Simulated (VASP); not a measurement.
Set up this calculation in VASP 6.6.1, as the native input.

* Task: single point
* Functional: PBE
* Potentials or basis: VASP PAW PBE potentials, release 64 (Rb_sv, Sn_d, Ag, Se)
* Cutoff: 520 eV
* k mesh: 4 × 4 × 4
* Occupations: methfessel-paxton, width 0.0158 eV
* Spin: no spin polarisation
* Dipole correction: no
* Further INCAR settings: ALGO = Normal; EDIFF = 1e-06; NBANDS = 44

The structure of RbAg2SnSe4 lies in POSCAR:

```
RbAg2SnSe4
1.0
   -3.6284386031      3.6305725062      4.4542531796
    3.6284386031     -3.6305725062      4.4542531796
    3.6284386031      3.6305725062     -4.4542531796
Rb Sn Ag Se
1 1 2 4
Direct
    0.0000000000      0.0000000000      0.0000000000
    0.5000000000      0.5000000000      0.0000000000
    0.7497732133      0.2497732133      0.5000000000
    0.2502267867      0.7502267867      0.5000000000
    0.5283059513      0.5283548332      0.4039305329
    0.1244243004      0.1243754185      0.5960694671
    0.4716940487      0.8756245815      0.0000488819
    0.8755756996      0.4716451668      0.9999511181
```

The input as run:

INCAR

```
ALGO = Normal
EDIFF = 1E-6
ENCUT = 520
GGA = PE
ISIF = 2
ISMEAR = 1
LASPH = True
LCHARG = False
LREAL = False
LWAVE = False
NBANDS = 44
NELM = 60
PREC = Accurate
SIGMA = 0.0158
```

KPOINTS

```
k-points
0
Gamma
  4 4 4
```

Potentials or basis: VASP PAW PBE potentials, release 64 (Rb_sv, Sn_d, Ag, Se).

Run with:

```console
$ cat potpaw_PBE.64/Rb_sv/POTCAR potpaw_PBE.64/Sn_d/POTCAR potpaw_PBE.64/Ag/POTCAR potpaw_PBE.64/Se/POTCAR > POTCAR
$ mpirun -np 1 vasp_std > vasp.out
```

Results of the run:

The pressure is 0.0 GPa and the largest force is 0.008 eV/Å. The band gap on the k mesh is zero (an odd number of electrons rules out a gap without spin polarisation).

Caveat: spin-orbit coupling is left out, which moves the levels of the heavy elements.

It took 4.5 min on 1 thread of Intel(R) Xeon(R) Platinum 8259CL CPU @ 2.50GHz (Skylake/Cascade Lake) (shared host), peak memory 0.51 GiB.
